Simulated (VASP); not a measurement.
Here is a VASP 6.6.1 calculation.

File INCAR:

```
  PREC = Accurate
  ENCUT = 520
  EDIFF = 1E-8
  ISMEAR = 0
  SIGMA = 0.01
  LREAL = F
  LASPH = T
  NELM = 100
  ALGO = Normal
  ISIF = 2
  LWAVE = F
  LCHARG = F
  GGA = PE
  LEPSILON = T
```

The input KPOINTS:

```
regular mesh
0
Gamma
  10 10 10
```

File POSCAR:

```
BP
1.0
    0.0000000000      2.2690000000      2.2690000000
    2.2690000000      0.0000000000      2.2690000000
    2.2690000000      2.2690000000      0.0000000000
P B
1 1
Direct
    0.7500000000      0.7500000000      0.7500000000
    0.0000000000      0.0000000000      0.0000000000
```

Potentials or basis: VASP PAW PBE potentials, release 64 (P, B).

Command:

```console
$ cat potpaw_PBE.64/P/POTCAR potpaw_PBE.64/B/POTCAR > POTCAR
$ mpirun -np 1 vasp_std > vasp.out
```

(1) What does it give for the electronic dielectric tensor (diagonal)?

(2) What does it give for the Born charges (mean of the diagonal)?

(3) What does it give for the band gap on the k mesh?

Answers

(1) 9.27.

(2) P +0.49; B -0.49 e.

(3) 1.24 eV (least direct gap 3.40 eV).
